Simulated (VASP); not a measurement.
Input of a VASP 6.6.1 run:

POSCAR

```
Sn
1.0
   -1.6560448908      2.0262905971      2.0253209700
    1.6560448908     -2.0262905971      2.0253209700
    1.6560448908      2.0262905971     -2.0253209700
Sn
1
Direct
    0.0000000000      0.0000000000      0.0000000000
```

Contents of INCAR.step1:

```
ALGO     = Normal         # electronic algorithm
EDIFF    = 1E-4           # SCF threshold, eV
ENCUT    = 520            # plane-wave cutoff, eV
GGA      = PE             # functional
ISMEAR   = 0              # smearing method
LASPH    = T              # aspherical terms in the spheres
LCHARG   = F              # write CHGCAR
LREAL    = F              # projectors in reciprocal space
LWAVE    = T              # write WAVECAR
NBANDS   = 13             # bands
NELM     = 100            # most SCF steps
PREC     = Accurate       # precision mode
SIGMA    = 0.1            # smearing width, eV
```

File INCAR.step2:

```
ALGO     = Normal         # electronic algorithm
EDIFF    = 1E-7           # SCF threshold, eV
ENCUT    = 520            # plane-wave cutoff, eV
ISIF     = 2              # what is computed and relaxed
ISMEAR   = 0              # smearing method
ISTART   = 1            
LASPH    = T              # aspherical terms in the spheres
LCHARG   = F              # write CHGCAR
LMIXTAU  = T            
LREAL    = F              # projectors in reciprocal space
LWAVE    = F              # write WAVECAR
METAGGA  = R2SCAN         # meta-GGA
NBANDS   = 13             # bands
NELM     = 100            # most SCF steps
PREC     = Accurate       # precision mode
SIGMA    = 0.1            # smearing width, eV
```

The input KPOINTS:

```
k-points
0
Gamma
  16 16 16
```

Potentials or basis: VASP PAW PBE potentials, release 64 (Sn_d).

Launch:

```bash
$ cat potpaw_PBE.64/Sn_d/POTCAR > POTCAR
$ cp INCAR.step1 INCAR
$ mpirun -np 1 vasp_std > vasp.out
$ cp INCAR.step2 INCAR
$ mpirun -np 1 vasp_std > vasp.out
```

(1) Estimate the band gap on the k mesh.

(2) Predict the pressure.

## Answers

(1) zero (bands 7 and 8 overlap by 9.49 eV).

(2) 0.0 GPa.

Caveat: the PAW data sets were made with another functional, which shifts forces and pressure a little; spin-orbit coupling is left out, which moves the levels of the heavy elements.
